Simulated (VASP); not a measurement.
**Ru5C: single point with LDA**

The system is Ru5C, a slab with vacuum.

```
CELL_PARAMETERS angstrom
2.67406 0.00000 0.00000
-1.33703 2.31580 0.00000
0.00000 0.00000 25.39992
ATOMIC_POSITIONS crystal
Ru 0.66667 0.33333 0.15748
Ru 0.33333 0.66667 0.24068
Ru 0.66667 0.33333 0.32402
Ru 0.33333 0.66667 0.40785
Ru 0.66667 0.33333 0.48819
C 0.16667 0.33333 0.56772
```

| Item | Value |
| --- | --- |
| Program | VASP 6.6.1 |
| Task | single point |
| Functional | LDA |
| Potentials or basis | VASP PAW LDA potentials, release 64 (Ru_pv, C) |
| Cutoff | 520 eV |
| k mesh | 12 × 12 × 1 |
| Occupations | gaussian, width 0.1 eV |
| Spin | collinear spin, ferromagnetic start |
| Starting moments | [0.0, 0.0, 0.0, 0.0, 0.0, 2.0] μB |
| Dipole correction | yes |
| Further INCAR settings | ALGO = Normal; EDIFF = 1e-06; NBANDS = 50 |

| Quantity | Value |
| --- | --- |
| Largest force | 3.169 eV/Å |
| Band gap on the k mesh | zero (filled and empty bands overlap) |
| Net moment | 0.00 μB per cell |
| Valence electrons inside the program's atomic spheres | Ru 12.59, 12.73, 12.74, 12.78, 12.67; C 1.97 |

Forces in eV/Å, atoms in the order of the input:
```
Ru   0.000  0.001  0.789
Ru   0.000 -0.010 -0.730
Ru   0.000  0.017 -0.038
Ru   0.000  0.131 -0.575
Ru   0.000 -0.195  3.163
C    0.000  0.056 -2.608
```

Levels at points of the mesh, in eV from the Fermi level:
Spin up:
| k point | band 34 | band 35 | band 36 | band 37 | band 38 | band 39 | band 40 | band 41 |
| --- | --- | --- | --- | --- | --- | --- | --- | --- |
| (0.00, 0.00, 0.00) | -2.04 | -1.82 | -1.11 | -1.08 | -0.44 | -0.34 | -0.26 | 0.49 |
| (0.50, 0.00, 0.00) | 0.21 | 0.58 | 1.14 | 1.48 | 1.54 | 1.68 | 1.82 | 1.90 |
| (0.00, 0.50, 0.00) | 0.35 | 0.36 | 1.14 | 1.38 | 1.54 | 1.67 | 1.70 | 1.82 |
Spin down:
| k point | band 33 | band 34 | band 35 | band 36 | band 37 | band 38 | band 39 | band 40 | band 41 | band 42 |
| --- | --- | --- | --- | --- | --- | --- | --- | --- | --- | --- |
| (0.00, 0.00, 0.00) | -2.05 | -2.04 | -1.82 | -1.11 | -1.08 | -0.44 | -0.34 | -0.26 | 0.49 | 0.60 |
| (0.50, 0.00, 0.00) | -0.64 | 0.21 | 0.58 | 1.14 | 1.48 | 1.54 | 1.68 | 1.82 | 1.90 | 2.00 |
| (0.00, 0.50, 0.00) | -0.59 | 0.35 | 0.36 | 1.14 | 1.38 | 1.54 | 1.67 | 1.70 | 1.82 | 1.91 |

Run time: 5.1 min on 4 MPI ranks on Intel(R) Xeon(R) Platinum 8375C CPU @ 2.90GHz (Ice Lake), on a shared host, peak memory 0.54 GiB a rank.
